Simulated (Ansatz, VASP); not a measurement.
# Two plane-wave programs on AlN

INCAR

```
  PREC = Accurate
  ENCUT = 520
  EDIFF = 1E-6
  ISMEAR = 0
  SIGMA = 0.05
  LREAL = F
  LASPH = T
  NELM = 80
  ALGO = Normal
  ISIF = 2
  LWAVE = F
  LCHARG = F
  GGA = PE
  IBRION = 2
  NSW = 50
  EDIFFG = -0.01
```

File KPOINTS:

```
regular mesh
0
Gamma
  9 9 6
```

The input POSCAR:

```
AlN
1.0
    3.0673000000      0.0000000000      0.0000000000
   -1.5336500000      2.6563597210      0.0000000000
    0.0000000000      0.0000000000      5.6190000000
Al N
2 2
Direct
    0.3333333333      0.6666666667      0.0017290859
    0.6666666667      0.3333333333      0.5017290859
    0.3333333333      0.6666666667      0.3832709141
    0.6666666667      0.3333333333      0.8832709141
```

Input for Ansatz:

```yaml
crystal:
  lattice:
    - [3.0673, 0.0, 0.0]
    - [-1.53365, 2.656359721, 0.0]
    - [0.0, 0.0, 5.619]
  atoms:
    - { symbol: Al, position: [0.3333333333, 0.6666666667, 0.0017290859] }
    - { symbol: Al, position: [0.6666666667, 0.3333333333, 0.5017290859] }
    - { symbol: "N", position: [0.3333333333, 0.6666666667, 0.3832709141] }
    - { symbol: "N", position: [0.6666666667, 0.3333333333, 0.8832709141] }
basis:
  ecutwfc: 520.0
kpoints:
  mp_grid: { grid: [9, 9, 6] }
hamiltonian:
  xc: pbe
  pseudopotentials: { kind: paw, azcp: { folder: soft_1 } }
scf:
  occupations: { method: gaussian, width: 0.05 }
output:
  forces: true
  stress: true
  eigenvalues: true
relax:
  adjacent_minimum: "off"
  f_tol: 0.01
  max_steps: 30
```

Alike in both runs: task relaxation of the atoms; functional PBE; k mesh 9 × 9 × 6; occupations gaussian, width 0.05 eV; no spin polarisation.

|  | VASP | Ansatz |
| --- | --- | --- |
| version | VASP 6.6.1 | Ansatz 0.2.0 |
| potentials or method | VASP PAW PBE potentials, release 64 (Al, N), cutoff 520 eV | scalar-relativistic, plane waves, PAW |
| valence electrons in the cell | 16 | 16 |

|  | VASP | Ansatz | Ansatz less VASP |
| --- | --- | --- | --- |
| gap on the k mesh at the Fermi level, each at its own relaxed structure (eV) | 2.78 | 2.78 | +0.001 |

Ansatz's warnings: stress scf threshold loose.
